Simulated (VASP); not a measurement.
SiMo3, 4 atoms in the cell. Symmetry: I4/mmm, No. 139, tetragonal system. Conventional cell: a = 3.656 Å, b = 3.656 Å, c = 8.995 Å, α = 90.00°, β = 90.00°, γ = 90.00°. Si (site symmetry 4/mmm) has 12 Mo at 2.58 to 2.90 Å within 3.4 Å. Mo (site symmetry -4m2) has 8 Mo at 2.58 to 2.90 Å and 4 Si at 2.90 Å within 3.4 Å. Within 3.4 Å of Mo (site symmetry 4/mmm) lie 4 Si at 2.58 Å and 8 Mo at 2.90 Å. 

```yaml
Program: VASP 6.6.1
Task: single point
Functional: PBE
Potentials_or_basis: VASP PAW PBE potentials, release 64 (Si, Mo_sv)
Cutoff: 500 eV
k_mesh: 7 × 7 × 7
Occupations: gaussian, width 0.2 eV
Spin: no spin polarisation
Dipole_correction: no
Further_INCAR_settings: ALGO = Normal; EDIFF = 1e-06; NBANDS = 31
```

Potentials or basis: VASP PAW PBE potentials, release 64 (Si, Mo_sv).

Launch:

```console
$ cat potpaw_PBE.64/Si/POTCAR potpaw_PBE.64/Mo_sv/POTCAR > POTCAR
$ mpirun -np 1 vasp_std > vasp.out
```

Hardware: 1 thread of Intel Xeon 8259CL, with other jobs on the host.

Task: Estimate the wall time of this run.

Result: It took 2.6 min on 1 thread of Intel Xeon 8259CL, with other jobs on the host, peak memory 0.26 GiB. Counts: scf iterations 14, k points 40.
